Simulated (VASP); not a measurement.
Crystal: GaAs.

```
CELL_PARAMETERS angstrom
0.00000 2.78864 2.78864
2.78864 0.00000 2.78864
2.78864 2.78864 0.00000
ATOMIC_POSITIONS crystal
As 0.75000 0.75000 0.75000
Ga 0.00000 0.00000 0.00000
```

Base run:

```yaml
Program: VASP 6.6.1
Functional: r2SCAN
Dispersion: D3(BJ)
Potentials_or_basis: VASP PAW PBE potentials, release 64 (As, Ga_d)
Cutoff: 520 eV
k_mesh: 8 × 8 × 8
Occupations: fermi-dirac, width 0.05 eV
Spin: no spin polarisation
```

Its results: band gap on the k mesh 1.33 eV, direct; pressure 2.8 GPa.

Q: The run is repeated on the same cell with these changes: functional from r2SCAN to RPBE. What comes out?

A: Band gap on the k mesh 0.96 eV, direct; pressure -3.1 GPa.

r2SCAN gives the wider gap, since meta-GGAs in the generalised Kohn-Sham scheme recover part of the derivative discontinuity.

Caveats: the PAW data sets were made with another functional, which shifts forces and pressure a little.

A k mesh can miss the band edges.
